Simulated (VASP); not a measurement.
# Rh in VASP: further runs

Runs on Rh. Level: LDA. Tasks: single point.

All numbers are computed with VASP 6.6.1; they aren't measurements. Logs are shortened: lines on timing, memory, paths and dates and some standing lists are left out, and cuts for length are marked.

### 1 The cell of the first run

The typed cell holds 2 atoms: a = 4.026 Å, b = 4.026 Å, c = 2.547 Å, α = 90.00°, β = 90.00°, γ = 143.54°.

### 2 Single point, LDA (12.26 Å³/atom)

The input, INCAR:

```
SYSTEM = Rh
PREC = Accurate ; ENCUT = 520
EDIFF = 1E-6 ; ISMEAR = -1
SIGMA = 0.1 ; LREAL = .False.
LASPH = .True. ; NELM = 100
ALGO = Normal ; ISIF = 2
LWAVE = .False. ; LCHARG = .False.
NBANDS = 22
```

The input, KPOINTS:

```
Automatic mesh
0
Gamma
  14 14 13
  0 0 0
```

The input, POSCAR:

```
Rh
1.0
   -2.5150507514      2.8922350138      1.2305901139
    2.8922350138     -2.5150507514      1.2305901139
    1.7601153831      1.7601153831     -0.5397764465
Rh
2
Direct
    0.0101255877      0.9898744123      0.0000000000
    0.7398744123      0.2601255877      0.5000000000
```

Potentials or basis: VASP PAW LDA potentials, release 64 (Rh_pv).

Command:

```console
> cat potpaw_LDA.64/Rh_pv/POTCAR > POTCAR
> mpirun -np 1 vasp_std > vasp.out
```

OUTCAR:

```text
SYSTEM = Rh
   PREC = Accurate
   ENCUT = 520
   EDIFF = 1E-6
   ISMEAR = -1
   LREAL = .False.
   LASPH = .True.
   NELM = 100
   ISIF = 2

 ion  position               nearest neighbor table
   1  0.010  0.990  0.000-   2 2.43   2 2.43   2 2.51   2 2.51   2 2.51   2 2.51
   2  0.740  0.260  0.500-   1 2.43   1 2.43   1 2.51   1 2.51   1 2.51   1 2.51

  LATTYP: Found a base centered monoclinic cell.
 ALAT       =     2.5183216731
 B/A-ratio  =     3.0365687380
 C/A-ratio  =     1.0114004960
 COS(beta)  =    -0.0001109207

  Lattice vectors:

 A1 = (  -2.5150507514,   2.8922350138,   1.2305901139)
 A2 = (   2.8922350138,  -2.5150507514,   1.2305901139)
 A3 = (   1.7601153831,   1.7601153831,  -0.5397764465)

Analysis of symmetry for initial positions (statically):
=====================================================================
 Subroutine PRICEL returns:
 Original cell was already a primitive cell.

 Routine SETGRP: Setting up the symmetry group for a
 base centered monoclinic supercell.

 Subroutine GETGRP returns: Found  4 space group operations
 (whereof  2 operations were pure point group operations)
 out of a pool of  4 trial point group operations.

The static configuration has the point symmetry C_2 .
 The point group associated with its full space group is C_2h.

Analysis of symmetry for dynamics (positions and initial velocities):
=====================================================================
 Subroutine PRICEL returns:
 Original cell was already a primitive cell.

 Routine SETGRP: Setting up the symmetry group for a
 base centered monoclinic supercell.

 Subroutine GETGRP returns: Found  4 space group operations
 (whereof  2 operations were pure point group operations)
 out of a pool of  4 trial point group operations.

The dynamic configuration has the point symmetry C_2 .
 The point group associated with its full space group is C_2h.

 Subroutine INISYM returns: Found  4 space group operations
 (whereof  2 operations are pure point group operations),
 and found     1 'primitive' translations

----------------------------------------------------------------------------------------

                                     Primitive cell

  volume of cell :      24.5250

  direct lattice vectors                    reciprocal lattice vectors
    -2.515050751  2.892235014  1.230590114    -0.032962846  0.151972821  0.388070447
     2.892235014 -2.515050751  1.230590114     0.151972821 -0.032962846  0.388070447
     1.760115383  1.760115383 -0.539776447     0.271320653  0.271320653 -0.083161631

  length of vectors
     4.025525517  4.025525517  2.547031789     0.418068127  0.418068127  0.392613869

  position of ions in fractional coordinates (direct lattice)
     0.010125588  0.989874412  0.000000000
     0.739874412  0.260125588  0.500000000

  ion indices of the primitive-cell ions
   primitive index   ion index
                 1           1
                 2           2

----------------------------------------------------------------------------------------

 KPOINTS: Automatic mesh

Automatic generation of k-mesh.
 Grid dimensions read from file:
 generate k-points for:   14   14   13

 Generating k-lattice:

  Cartesian coordinates                     Fractional coordinates (reciprocal lattice)
    -0.002354489  0.010855201  0.027719318     0.071428571  0.000000000  0.000000000
     0.010855201 -0.002354489  0.027719318     0.000000000  0.071428571  0.000000000
     0.020870819  0.020870819 -0.006397049     0.000000000  0.000000000  0.076923077

  Length of vectors
     0.029862009  0.029862009  0.030201067

  Shift w.r.t. Gamma in fractional coordinates (k-lattice)
     0.000000000  0.000000000  0.000000000

 Subroutine IBZKPT returns following result:
 ===========================================

 Found    687 irreducible k-points:

 Following reciprocal coordinates:
            Coordinates               Weight
  0.000000  0.000000  0.000000      1.000000
  0.071429  0.000000 -0.000000      4.000000
  0.142857  0.000000  0.000000      4.000000
  0.214286  0.000000  0.000000      4.000000
  0.285714  0.000000 -0.000000      4.000000
  0.357143  0.000000  0.000000      4.000000
[... 16 lines left out ...]
  0.214286  0.142857  0.000000      4.000000
  0.285714  0.142857  0.000000      4.000000
 [... further k-points ...]
   k-points           NKPTS =    687   k-points in BZ     NKDIM =    687   number of bands    NBANDS=     22
   number of dos      NEDOS =    301   number of ions     NIONS =      2
   total plane-waves  NPLWV =  18000
   dimension x,y,z NGX =    30 NGY =   30 NGZ =   20
   dimension x,y,z NGXF=    60 NGYF=   60 NGZF=   40
   ions per type =               2
   NGX,Y,Z   is equivalent  to a cutoff of  12.39, 12.39, 13.05 a.u.
   NGXF,Y,Z  is equivalent  to a cutoff of  24.78, 24.78, 26.11 a.u.
 SYSTEM =  Rh
   PREC   = accura    normal or accurate (medium, high low for compatibility)
   ISTART =      0    job   : 0-new  1-cont  2-samecut
   ICHARG =      2    charge: 1-file 2-atom 10-const
   ISPIN  =      1    spin polarized calculation?
   LNONCOLLINEAR =      F non collinear calculations
   LSORBIT =      F    spin-orbit coupling
   LASPH  =      T    aspherical Exc in radial PAW
   ENCUT  =  520.0 eV  38.22 Ry    6.18 a.u.   7.48  7.48  4.74*2*pi/ulx,y,z
   NELM   =    100;   NELMIN=  2; NELMDL= -5     # of ELM steps
   EDIFF  = 0.1E-05   stopping-criterion for ELM
   LREAL  =      F    real-space projection
[... 7 lines left out ...]
   TEBEG  =    0.0;   TEEND  =   0.0 temperature during run
   PSTRESS=    0.0 pullay stress
   NELECT =      30.0000    total number of electrons
   NUPDOWN=      -1.0000    fix difference up-down
   EMIN   =  10.00;   EMAX   =-10.00  energy-range for DOS
   EFERMI =   0.00;   METHOD = LEGACY
   ISMEAR =    -1;   SIGMA  =   0.10  broadening in eV -4-tet -1-fermi 0-gaus
   EFERMI_NEDOS =   21; number of points for ismear=-14 and -15
   IALGO  =     38    algorithm
   IMIX   =      4    mixing-type and parameters
     AMIX     =   0.40;   BMIX     =  1.00
     AMIX_MAG =   1.60;   BMIX_MAG =  1.00
  volume/ion in A,a.u.               =      12.26        82.75
  Fermi-wavevector in a.u.,A,eV,Ry     =   1.750835  3.308599 41.707627  3.065424
  Thomas-Fermi vector in A             =   2.821477
   LORBIT       =      0    0 simple, 1 ext, 2 COOP (PROOUT), +10 PAW based schemes
   GGA     = CA    functional components
   LHFCALC =     F    Hartree Fock is set to
   AEXX    =    0.0000 exact exchange contribution
   IVDW    =     0    specifies the selected vdW correction
   LEPSILON=     F    determine dielectric tensor
   LRPA    =     F    only Hartree local field effects (RPA)
 non-spin polarized calculation
  energy-cutoff  :      520.00
  volume of cell :       24.53
 maximum number of plane-waves:       674
 NGX is ok and might be reduce to    30
   NGX = 15   NGY = 15   NGZ =  9

 number of electron      30.0000007 magnetization

 Free energy of the ion-electron system (eV)
  ---------------------------------------------------
  ext. energy  EPLUGINS =         0.00000000
  ---------------------------------------------------
  free energy    TOTEN  =       -16.44773623 eV

  energy without entropy =      -16.38648428  energy(sigma->0) =      -16.41711025

 E-fermi :  14.0170     XC(G=0): -15.0229

 val. band max:       14.0169070501   @ k =  -0.3571   0.2857   0.0769
 cond. band min:      14.0177554813   @ k =  -0.2857  -0.3571   0.3846
 fundamental gap:      0.0008484313
 Fermi energy:        14.0169850621

 k-point     1 :       0.0000    0.0000    0.0000
  band No.  band energies     occupation
      1     -33.7519      2.00000
      2     -32.7944      2.00000
      3     -32.5627      2.00000
      4     -32.3863      2.00000
      5     -32.3382      2.00000
      6     -32.3048      2.00000
[... 14 lines left out ...]
     21      31.3533      0.00000
     22      34.2092      0.00000

 k-point     2 :       0.0714    0.0000   -0.0000
  band No.  band energies     occupation
      1     -33.7384      2.00000
      2     -32.7861      2.00000
      3     -32.6152      2.00000
      4     -32.4247      2.00000
      5     -32.3318      2.00000
      6     -32.3066      2.00000
[... 14 lines left out ...]
     21      31.5100      0.00000
     22      32.6499      0.00000

 k-point     3 :       0.1429    0.0000    0.0000
  band No.  band energies     occupation
      1     -33.7010      2.00000
      2     -32.7621      2.00000
      3     -32.7458      2.00000
      4     -32.5289      2.00000
      5     -32.3318      2.00000
      6     -32.3124      2.00000
[... 14 lines left out ...]
     21      30.2794      0.00000
     22      31.6179      0.00000

 k-point     4 :       0.2143    0.0000    0.0000
  band No.  band energies     occupation
      1     -33.6489      2.00000
      2     -32.9180      2.00000
      3     -32.7255      2.00000
      4     -32.6690      2.00000
      5     -32.3523      2.00000
      6     -32.3226      2.00000
[... 14 lines left out ...]
     21      30.4108      0.00000
     22      31.6420      0.00000

 k-point     5 :       0.2857    0.0000   -0.0000
  band No.  band energies     occupation
      1     -33.5982      2.00000
      2     -33.1008      2.00000
      3     -32.8038      2.00000
      4     -32.6812      2.00000
      5     -32.3912      2.00000
      6     -32.3375      2.00000
[... 417 lines left out ...]
 k-point    22 :       0.1429    0.1429    0.0000
  band No.  band energies     occupation
      1     -33.6461      2.00000
      2     -33.0559      2.00000
      3     -32.8483      2.00000
      4     -32.6996      2.00000
      5     -32.3396      2.00000
      6     -32.3183      2.00000
[... 14 lines left out ...]
     21      28.3414      0.00000
     22      32.6421      0.00000

 k-point    23 :       0.2143    0.1429    0.0000
  band No.  band energies     occupation
      1     -33.6237      2.00000
      2     -33.1974      2.00000
      3     -32.9610      2.00000
      4     -32.6581      2.00000
      5     -32.3782      2.00000
      6     -32.3333      2.00000
[... 14 lines left out ...]
     21      28.0719      0.00000
     22      32.1600      0.00000

 k-point    24 :       0.2857    0.1429    0.0000
  band No.  band energies     occupation
      1     -33.6144      2.00000
      2     -33.3000      2.00000
      3     -33.0003      2.00000
      4     -32.6172      2.00000
      5     -32.4314      2.00000
      6     -32.3560      2.00000
[... 14 lines left out ...]
     21      28.6479      0.00000
     22      31.7874      0.00000

 [... further k-points ...]
[... 5 lines left out ...]
  --------------------------------------------------------------------------------------
  -------------------------------------------------------------------------------------
  Total        8.2835675      8.2835675      7.0811715     -0.3719241     -0.1325533     -0.1325533
  in kB      541.1505578    541.1505578    462.6001911    -24.2971332     -8.6594672     -8.6594673
  external PRESSURE =     514.9671023 kB  Pullay stress =       0.0000000 kB

 VOLUME and BASIS-vectors are now :
 -----------------------------------------------------------------------------
  energy-cutoff  :      520.00
  volume of cell :       24.53
      direct lattice vectors                 reciprocal lattice vectors
    -2.515050751  2.892235014  1.230590114    -0.032962846  0.151972821  0.388070447
     2.892235014 -2.515050751  1.230590114     0.151972821 -0.032962846  0.388070447
     1.760115383  1.760115383 -0.539776447     0.271320653  0.271320653 -0.083161631

 POSITION                                       TOTAL-FORCE (eV/Angst)
 -----------------------------------------------------------------------------------
      2.83748     -2.46030      1.23059         0.301872     -0.301872     -0.000000
     -0.22842      2.36572      0.96070        -0.301872      0.301872      0.000000
 -----------------------------------------------------------------------------------
    total drift:                                0.000000      0.000000     -0.000000

  FREE ENERGIE OF THE ION-ELECTRON SYSTEM (eV)
  ---------------------------------------------------
  free  energy   TOTEN  =       -16.4477362274 eV

  energy  without entropy=      -16.3864842820  energy(sigma->0) =      -16.41711025
```

Wall time 5.1 min (1 thread of Oxide Virtual Turin-like, shared host); peak memory 0.34 GiB.

Results:

```yaml
Free_energy: -16.4477 eV
Pressure: 51.5 GPa
Largest_force: 0.427 eV/Å
Band_gap_on_the_k_mesh: zero (bands 15 and 16 overlap by 2.68 eV)
```

Forces on the atoms (eV/Å):
```
Rh   0.302 -0.302  0.000
Rh  -0.302  0.302  0.000
```

Caveat: the stress differs along the axes, from 46 to 54 GPa.

### 3 Single point, LDA (12.82 Å³/atom)

This run uses another cell than the first one, of 12.82 Å³/atom.

The input, INCAR:

```
SYSTEM = Rh
PREC = Accurate ; ENCUT = 520
EDIFF = 1E-7 ; ISMEAR = -1
SIGMA = 0.1 ; LREAL = .FALSE.
LASPH = .TRUE. ; NELM = 80
ALGO = Normal ; ISIF = 2
LWAVE = .FALSE. ; LCHARG = .FALSE.
NBANDS = 22
```

The input, KPOINTS:

```
Automatic mesh
0
G
  14 14 13
  0 0 0
```

The input, POSCAR:

```
Rh
1.0
   -2.5525943574      2.9354090657      1.2489598387
    2.9354090657     -2.5525943574      1.2489598387
    1.7863896356      1.7863896356     -0.5478339993
Rh
2
Direct
    0.0101255877      0.9898744123      0.0000000000
    0.7398744123      0.2601255877      0.5000000000
```

Potentials or basis: VASP PAW LDA potentials, release 64 (Rh_pv).

Command:

```console
> cat potpaw_LDA.64/Rh_pv/POTCAR > POTCAR
> mpirun -np 1 vasp_std > vasp.out
```

It took 5.3 min on 1 thread of Oxide Virtual Turin-like, shared host; peak memory 0.34 GiB.

The run converged. Its results:

```
Free energy            : -16.7308 eV
Pressure               : 30.4 GPa
Largest force          : 0.270 eV/Å
Band gap on the k mesh : zero (bands 15 and 16 overlap by 2.48 eV)
```

Forces on the atoms (eV/Å):
```
Rh   0.191 -0.191  0.000
Rh  -0.191  0.191  0.000
```

Stress tensor (GPa, compression positive):
```
31.97 -1.73 -0.47
-1.73 31.97 -0.47
-0.47 -0.47 27.26
```

Levels at points of the mesh, in eV from the Fermi level:
```csv
k point,band 13,band 14,band 15,band 16,band 17,band 18
"(0.00, 0.00, 0.00)",-1.94,-0.98,-0.37,0.29,1.54,2.65
"(0.50, 0.00, 0.00)",-2.08,-1.66,-0.88,0.71,2.73,4.71
"(0.50, 0.50, 0.00)",-1.80,-1.69,-1.42,-0.76,0.75,1.06
```

Caveat: the cell stands under pressure.

### 4 Single point, LDA (13.38 Å³/atom)

This run uses another cell than the first one, of 13.38 Å³/atom.

The input, INCAR:

```
PREC = Accurate
ENCUT = 520
EDIFF = 1E-6
ISMEAR = -1
SIGMA = 0.1
LREAL = F
LASPH = T
NELM = 60
ALGO = Normal
ISIF = 2
LWAVE = F
LCHARG = F
GGA = CA
NBANDS = 22
```

The input, KPOINTS:

```
regular mesh
0
Gamma
  14 14 13
```

The input, POSCAR:

```
Rh
1.0
   -2.5890649184      2.9773491473      1.2668045331
    2.9773491473     -2.5890649184      1.2668045331
    1.8119129359      1.8119129359     -0.5556612568
Rh
2
Direct
    0.0101255877      0.9898744123      0.0000000000
    0.7398744123      0.2601255877      0.5000000000
```

Command:

```console
> cat potpaw_LDA.64/Rh_pv/POTCAR > POTCAR
> mpirun -np 1 vasp_std > vasp.out
```

It took 6.6 min on 1 thread of Oxide Virtual Turin-like, shared host; peak memory 0.36 GiB.

The run converged. Its results:

```
Free energy            : -16.8828 eV
Pressure               : 13.7 GPa
Largest force          : 0.141 eV/Å
Band gap on the k mesh : zero (bands 15 and 16 overlap by 2.30 eV)
```

Forces in eV/Å, atoms in the order of the input:
```
Rh   0.100 -0.100  0.000
Rh  -0.100  0.100  0.000
```

Stress tensor (GPa, compression positive):
```
14.40 -1.16 -0.17
-1.16 14.40 -0.17
-0.17 -0.17 12.18
```

Levels at points of the mesh, in eV from the Fermi level:
```
           k point  band 12  band 13  band 14  band 15  band 16  band 17  band 18  band 19
(0.00, 0.00, 0.00)    -1.92    -1.82    -0.91    -0.35     0.26     1.43     2.61    11.13
(0.50, 0.00, 0.00)    -2.73    -1.95    -1.58    -0.82     0.66     2.59     4.58     5.60
(0.50, 0.50, 0.00)    -3.03    -1.69    -1.58    -1.34    -0.72     0.69     0.98    14.41
```

Caveat: the cell stands under pressure.

### 5 The runs side by side

```tsv
cell	gap on the mesh (eV)	pressure (GPa)	largest force (eV/Å)
a = 4.026, b = 4.026, c = 2.547 Å, angles 90.0, 90.0, 143.5°, 2 atoms	none	51.5	0.43
a = 4.086, b = 4.086, c = 2.585 Å, angles 90.0, 90.0, 143.5°, 2 atoms	none	30.4	0.27
a = 4.144, b = 4.144, c = 2.622 Å, angles 90.0, 90.0, 143.5°, 2 atoms	none	13.7	0.14
```

Alike in all rows: task single point; level LDA; potentials or basis VASP PAW LDA potentials, release 64 (Rh_pv); no spin polarisation; k mesh 14 × 14 × 13; cutoff (eV) 520; smearing fermi-dirac 0.1 eV.

Caveats: the cell stands under pressure (at least some runs); the stress differs along the axes, from 46 to 54 GPa (at least some runs).

Total energies depend on the potentials used, so only differences within one code and one set of settings carry meaning.
